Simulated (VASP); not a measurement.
# F (Im-3m) in VASP: density of states with PBE

Aim: the density of states of F with PBE.

Everything below comes from runs of VASP 6.6.1. Logs are shortened: lines on timing, memory, paths and dates and some standing lists are left out, and cuts for length are marked.

## Step 1: The cell of the first run

It takes space group Im-3m (No. 229, cubic). The conventional cell has a = 2.059 Å, b = 2.059 Å, c = 2.059 Å, α = 90.00°, β = 90.00°, γ = 90.00°. Within 2.4 Å of F (site symmetry m-3m) lie 14 F at 1.78 to 2.06 Å.

## Step 2: Density of states, PBE (volume scaled by 0.43)

POSCAR reads:

```
F
1.0
   -1.0294772991      1.0294772991      1.0294772991
    1.0294772991     -1.0294772991      1.0294772991
    1.0294772991      1.0294772991     -1.0294772991
F
1
Direct
    0.0000000000      0.0000000000      0.0000000000
```

INCAR.step1 reads:

```
SYSTEM = F
ALGO = Normal
EDIFF = 1E-6
ENCUT = 520
GGA = PE
ISIF = 2
ISMEAR = -1
LASPH = .TRUE.
LCHARG = .TRUE.
LREAL = .FALSE.
LWAVE = .FALSE.
NBANDS = 10
NELM = 80
PREC = Accurate
SIGMA = 0.08
```

KPOINTS.step1 reads:

```
k-points
0
G
  18 18 18
  0 0 0
```

INCAR.step2 reads:

```
SYSTEM = F
ALGO = Normal
EDIFF = 1E-6
ENCUT = 520
GGA = PE
ICHARG = 11
ISIF = 2
ISMEAR = -5
LASPH = .TRUE.
LCHARG = .FALSE.
LORBIT = 10
LREAL = .FALSE.
LWAVE = .FALSE.
NEDOS = 1001
NELM = 80
PREC = Accurate
SIGMA = 0.08
```

KPOINTS.step2 reads:

```
k-points
0
G
  27 27 27
  0 0 0
```

Potentials or basis: VASP PAW PBE potentials, release 64 (F).

The run is started by

```
cat potpaw_PBE.64/F/POTCAR > POTCAR
cp INCAR.step1 INCAR
cp KPOINTS.step1 KPOINTS
mpirun -np 1 vasp_std > vasp.out
cp INCAR.step2 INCAR
cp KPOINTS.step2 KPOINTS
mpirun -np 1 vasp_std > vasp.out
```

OUTCAR:

```text
SYSTEM = F
   EDIFF = 1E-6
   ENCUT = 520
   GGA = PE
   ICHARG = 11
   ISIF = 2
   ISMEAR = -5
   LASPH = .TRUE.
   LORBIT = 10
   LREAL = .FALSE.
   NELM = 80
   PREC = Accurate

 ion  position               nearest neighbor table
   1  0.000  0.000  0.000-

  LATTYP: Found a body centered cubic cell.
 ALAT       =     2.0589545982

  Lattice vectors:

 A1 = (  -1.0294772991,   1.0294772991,   1.0294772991)
 A2 = (   1.0294772991,  -1.0294772991,   1.0294772991)
 A3 = (   1.0294772991,   1.0294772991,  -1.0294772991)

Analysis of symmetry for initial positions (statically):
=====================================================================
 Subroutine PRICEL returns:
 Original cell was already a primitive cell.

 Routine SETGRP: Setting up the symmetry group for a
 body centered cubic supercell.

 Subroutine GETGRP returns: Found 48 space group operations
 (whereof 48 operations were pure point group operations)
 out of a pool of 48 trial point group operations.

The static configuration has the point symmetry O_h .

Analysis of symmetry for dynamics (positions and initial velocities):
=====================================================================
 Subroutine PRICEL returns:
 Original cell was already a primitive cell.

 Routine SETGRP: Setting up the symmetry group for a
 body centered cubic supercell.

 Subroutine GETGRP returns: Found 48 space group operations
 (whereof 48 operations were pure point group operations)
 out of a pool of 48 trial point group operations.

The dynamic configuration has the point symmetry O_h .

 Subroutine INISYM returns: Found 48 space group operations
 (whereof 48 operations are pure point group operations),
 and found     1 'primitive' translations

----------------------------------------------------------------------------------------

                                     Primitive cell

  volume of cell :       4.3643

  direct lattice vectors                    reciprocal lattice vectors
    -1.029477299  1.029477299  1.029477299     0.000000000  0.485683366  0.485683366
     1.029477299 -1.029477299  1.029477299     0.485683366  0.000000000  0.485683366
     1.029477299  1.029477299 -1.029477299     0.485683366  0.485683366  0.000000000

  length of vectors
     1.783106987  1.783106987  1.783106987     0.686860003  0.686860003  0.686860003

  position of ions in fractional coordinates (direct lattice)
     0.000000000  0.000000000  0.000000000

  ion indices of the primitive-cell ions
   primitive index   ion index
                 1           1

----------------------------------------------------------------------------------------

 KPOINTS: k-points

Automatic generation of k-mesh.
 Grid dimensions read from file:
 generate k-points for:   27   27   27

 Generating k-lattice:

  Cartesian coordinates                     Fractional coordinates (reciprocal lattice)
     0.000000000  0.017988273  0.017988273     0.037037037  0.000000000  0.000000000
     0.017988273  0.000000000  0.017988273     0.000000000  0.037037037  0.000000000
     0.017988273  0.017988273  0.000000000     0.000000000  0.000000000  0.037037037

  Length of vectors
     0.025439259  0.025439259  0.025439259

  Shift w.r.t. Gamma in fractional coordinates (k-lattice)
     0.000000000  0.000000000  0.000000000

 TETIRR: Found  23679 inequivalent tetrahedra from   118098

 Subroutine IBZKPT returns following result:
 ===========================================

 Found    560 irreducible k-points:

 Following reciprocal coordinates:
            Coordinates               Weight
  0.000000  0.000000  0.000000      1.000000
  0.037037  0.000000  0.000000     12.000000
  0.074074  0.000000  0.000000     12.000000
  0.111111  0.000000  0.000000     12.000000
  0.148148  0.000000  0.000000     12.000000
  0.185185  0.000000  0.000000     12.000000
[... 16 lines left out ...]
  0.333333  0.037037  0.000000     48.000000
  0.370370  0.037037  0.000000     48.000000
 [... further k-points ...]
   k-points           NKPTS =    560   k-points in BZ     NKDIM =    560   number of bands    NBANDS=      7
   number of dos      NEDOS =   1001   number of ions     NIONS =      1
   total plane-waves  NPLWV =   2744
   dimension x,y,z NGX =    14 NGY =   14 NGZ =   14
   dimension x,y,z NGXF=    28 NGYF=   28 NGZF=   28
   ions per type =               1
   NGX,Y,Z   is equivalent  to a cutoff of  13.05, 13.05, 13.05 a.u.
   NGXF,Y,Z  is equivalent  to a cutoff of  26.11, 26.11, 26.11 a.u.
 SYSTEM =  F
   PREC   = accura    normal or accurate (medium, high low for compatibility)
   ISTART =      0    job   : 0-new  1-cont  2-samecut
   ICHARG =     11    charge: 1-file 2-atom 10-const
   ISPIN  =      1    spin polarized calculation?
   LNONCOLLINEAR =      F non collinear calculations
   LSORBIT =      F    spin-orbit coupling
   LASPH  =      T    aspherical Exc in radial PAW
   ENCUT  =  520.0 eV  38.22 Ry    6.18 a.u.   3.32  3.32  3.32*2*pi/ulx,y,z
   NELM   =     80;   NELMIN=  2; NELMDL=  0     # of ELM steps
   EDIFF  = 0.1E-05   stopping-criterion for ELM
   LREAL  =      F    real-space projection
   EDIFFG = 0.1E-04   stopping-criterion for IOM
   NSW    =      0    number of steps for IOM
   IBRION =     -1    ionic relax: 0-MD 1-quasi-New 2-CG
   NFREE  =      0    steps in history (QN), initial steepest desc. (CG)
   ISIF   =      2    stress and relaxation
   ISYM   =      2    0-nonsym 1-usesym 2-fastsym
   POTIM  = 0.5000    time-step for ionic-motion
   TEBEG  =    0.0;   TEEND  =   0.0 temperature during run
   PSTRESS=    0.0 pullay stress
   NELECT =       7.0000    total number of electrons
   NUPDOWN=      -1.0000    fix difference up-down
   EMIN   =  10.00;   EMAX   =-10.00  energy-range for DOS
   EFERMI =   0.00;   METHOD = LEGACY
   ISMEAR =    -5;   SIGMA  =   0.08  broadening in eV -4-tet -1-fermi 0-gaus
   EFERMI_NEDOS =   21; number of points for ismear=-14 and -15
   IALGO  =     38    algorithm
   IMIX   =      4    mixing-type and parameters
     AMIX     =   0.40;   BMIX     =  1.00
     AMIX_MAG =   1.60;   BMIX_MAG =  1.00
  volume/ion in A,a.u.               =       4.36        29.45
  Fermi-wavevector in a.u.,A,eV,Ry     =   1.916332  3.621342 49.965057  3.672328
  Thomas-Fermi vector in A             =   2.951816
   LORBIT       =     10    0 simple, 1 ext, 2 COOP (PROOUT), +10 PAW based schemes
   GGA     = PE    functional components
   LHFCALC =     F    Hartree Fock is set to
   AEXX    =    0.0000 exact exchange contribution
   IVDW    =     0    specifies the selected vdW correction
   LEPSILON=     F    determine dielectric tensor
   LRPA    =     F    only Hartree local field effects (RPA)
 non-spin polarized calculation
 Fermi weights with tetrahedron method with Bloechl corrections
  energy-cutoff  :      520.00
  volume of cell :        4.36
 maximum number of plane-waves:       135
 NGX is ok and might be reduce to    14

 number of electron       6.9999987 magnetization

 Free energy of the ion-electron system (eV)
  ---------------------------------------------------
  ext. energy  EPLUGINS =         0.00000000
  ---------------------------------------------------
  free energy    TOTEN  =         2.20492290 eV

  energy without entropy =        2.20492290  energy(sigma->0) =        2.20492290

 E-fermi :   8.9852     XC(G=0): -15.6221

 val. band max:        9.0265023568   @ k =  -0.1111   0.1111   0.0741
 cond. band min:       8.8573470094   @ k =   0.1111   0.1111   0.1111
 fundamental gap:     -0.1691553475
 Fermi energy:         8.9852055002

 k-point     1 :       0.0000    0.0000    0.0000
  band No.  band energies     occupation
      1     -23.1358      2.00000
      2      10.5840      0.00000
      3      10.5840      0.00000
      4      10.5840      0.00000
      5      36.7642      0.00000
      6      57.7818      0.00000
      7      57.7818      0.00000

 k-point     2 :       0.0370    0.0000    0.0000
  band No.  band energies     occupation
      1     -23.0653      2.00000
      2      10.4184      0.00000
      3      10.5299      0.00000
      4      10.5755      0.00000
      5      36.8586      0.00000
      6      57.1327      0.00000
      7      57.1564      0.00000

 k-point     3 :       0.0741    0.0000    0.0000
  band No.  band energies     occupation
      1     -22.8542      2.00000
      2       9.9318     -0.02390
      3      10.3720      0.00000
      4      10.5503      0.00000
      5      37.1321      0.00000
      6      55.0485      0.00000
      7      55.7149      0.00000

 k-point     4 :       0.1111    0.0000    0.0000
  band No.  band energies     occupation
      1     -22.5046      2.00000
      2       9.1500      0.68257
      3      10.1235      0.00000
      4      10.5096      0.00000
      5      37.5443      0.00000
      6      52.3520      0.00000
      7      54.0257      0.00000

 k-point     5 :       0.1481    0.0000    0.0000
  band No.  band energies     occupation
      1     -22.0207      2.00000
      2       8.1120      2.06044
      3       9.8019      0.00000
      4      10.4546      0.00000
      5      38.0153      0.00000
      6      49.7452      0.00000
      7      52.3370      0.00000
[... 161 lines left out ...]
 k-point    22 :       0.2963    0.0370    0.0000
  band No.  band energies     occupation
      1     -18.3505      2.00000
      2       1.5371      2.00000
      3       8.0085      2.00000
      4      10.0377      0.00000
      5      37.6720      0.00000
      6      44.3885      0.00000
      7      46.3032      0.00000

 k-point    23 :       0.3333    0.0370    0.0000
  band No.  band energies     occupation
      1     -17.3342      2.00000
      2      -0.0234      2.00000
      3       7.6777      2.00000
      4       9.9630      0.00000
      5      36.8583      0.00000
      6      44.6653      0.00000
      7      45.5000      0.00000

 k-point    24 :       0.3704    0.0370    0.0000
  band No.  band energies     occupation
      1     -16.3293      2.00000
      2      -1.4791      2.00000
      3       7.4070      2.00000
      4       9.8992      0.00000
      5      36.1345      0.00000
      6      44.8322      0.00000
      7      45.0546      0.00000

 [... further k-points ...]
[... 5 lines left out ...]
  --------------------------------------------------------------------------------------
  -------------------------------------------------------------------------------------
  Total       10.3397853     10.3397853     10.3397853      0.0000000     -0.0000000      0.0000000
  in kB     3795.8740053   3795.8740053   3795.8740053      0.0000000     -0.0000000      0.0000000
  external PRESSURE =    3795.8740053 kB  Pullay stress =       0.0000000 kB

 VOLUME and BASIS-vectors are now :
 -----------------------------------------------------------------------------
  energy-cutoff  :      520.00
  volume of cell :        4.36
      direct lattice vectors                 reciprocal lattice vectors
    -1.029477299  1.029477299  1.029477299     0.000000000  0.485683366  0.485683366
     1.029477299 -1.029477299  1.029477299     0.485683366  0.000000000  0.485683366
     1.029477299  1.029477299 -1.029477299     0.485683366  0.485683366  0.000000000

 POSITION                                       TOTAL-FORCE (eV/Angst)
 -----------------------------------------------------------------------------------
      0.00000      0.00000      0.00000        -0.000000     -0.000000      0.000000
 -----------------------------------------------------------------------------------
    total drift:                               -0.000000     -0.000000     -0.000000

  FREE ENERGIE OF THE ION-ELECTRON SYSTEM (eV)
  ---------------------------------------------------
  free  energy   TOTEN  =         2.2049229039 eV

  energy  without entropy=        2.2049229039  energy(sigma->0) =        2.20492290

 total charge

# of ion       s       p       d       tot
------------------------------------------
    1        1.828   4.202   0.000   6.030
```

Wall time 14 s (1 thread of Intel Xeon Platinum 8488C (Sapphire Rapids), shared host); peak memory 0.14 GiB.

Results:

```yaml
Valence_electrons_inside_the_program's_atomic_spheres: F 6.03
```

Levels at points of the mesh, in eV from the Fermi level:
| k point | band 2 | band 3 | band 4 | band 5 | band 6 | band 7 |
| --- | --- | --- | --- | --- | --- | --- |
| (0.00, 0.00, 0.00) | 1.60 | 1.60 | 1.60 | 27.78 | 48.80 | 48.80 |

Caveat: an odd number of electrons without spin polarisation forces a metal; a magnetic or distorted state may lie lower; tetrahedron occupations give inexact forces and stress in metals.
